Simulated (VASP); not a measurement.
A run of VASP 6.6.1 is set up as follows.

POSCAR

```
Ga4Sb3P
1.0
    5.9010913050      0.0000000000      0.0000000000
    0.0000000000      5.9010913050      0.0000000000
    0.0000000000      0.0000000000      5.9010913050
P Ga Sb
1 4 3
Direct
    0.0000000000      0.0000000000      0.0000000000
    0.7637174891      0.7637174891      0.7637174891
    0.2362825109      0.2362825109      0.7637174891
    0.2362825109      0.7637174891      0.2362825109
    0.7637174891      0.2362825109      0.2362825109
    0.5000000000      0.5000000000      0.0000000000
    0.5000000000      0.0000000000      0.5000000000
    0.0000000000      0.5000000000      0.5000000000
```

Contents of INCAR.step1:

```
  PREC = Accurate
  ENCUT = 520
  ISMEAR = -1
  SIGMA = 0.02
  LREAL = F
  LASPH = T
  NELM = 100
  NBANDS = 46
  GGA = PE
  ALGO = Normal
  EDIFF = 1E-4
  LWAVE = T
  LCHARG = F
```

File INCAR.step2:

```
  PREC = Accurate
  ENCUT = 520
  EDIFF = 1E-6
  ISMEAR = -1
  SIGMA = 0.02
  LREAL = F
  LASPH = T
  NELM = 100
  ALGO = Normal
  ISIF = 2
  LWAVE = F
  LCHARG = T
  METAGGA = R2SCAN
  LMIXTAU = T
  LELF = T
  LVHAR = T
  NBANDS = 46
  ISTART = 1
```

The input KPOINTS:

```
Automatic mesh
0
Gamma
  4 4 4
```

Potentials or basis: VASP PAW PBE potentials, release 64 (P, Ga_d, Sb).

Command:

```console
$ cat potpaw_PBE.64/P/POTCAR potpaw_PBE.64/Ga_d/POTCAR potpaw_PBE.64/Sb/POTCAR > POTCAR
$ cp INCAR.step1 INCAR
$ mpirun -np 1 vasp_std > vasp.out
$ cp INCAR.step2 INCAR
$ mpirun -np 1 vasp_std > vasp.out
```

**Question.** What does it give for the band gap on the k mesh?

**Answer.** 0.25 eV (least direct gap 0.63 eV).

**Question.** Predict the largest force.

**Answer.** 0.030 eV/Å.

**Question.** Estimate the pressure.

**Answer.** 2.0 GPa.

Forces on the atoms (eV/Å):
```
P    0.000  0.000  0.000
Ga   0.018  0.018  0.018
Ga  -0.018 -0.018  0.018
Ga  -0.018  0.018 -0.018
Ga   0.018 -0.018 -0.018
Sb   0.000  0.000  0.000
Sb   0.000  0.000  0.000
Sb   0.000  0.000  0.000
```

Caveat: the PAW data sets were made with another functional, which shifts forces and pressure a little; spin-orbit coupling is left out, which moves the levels of the heavy elements. A k mesh can miss the band edges.
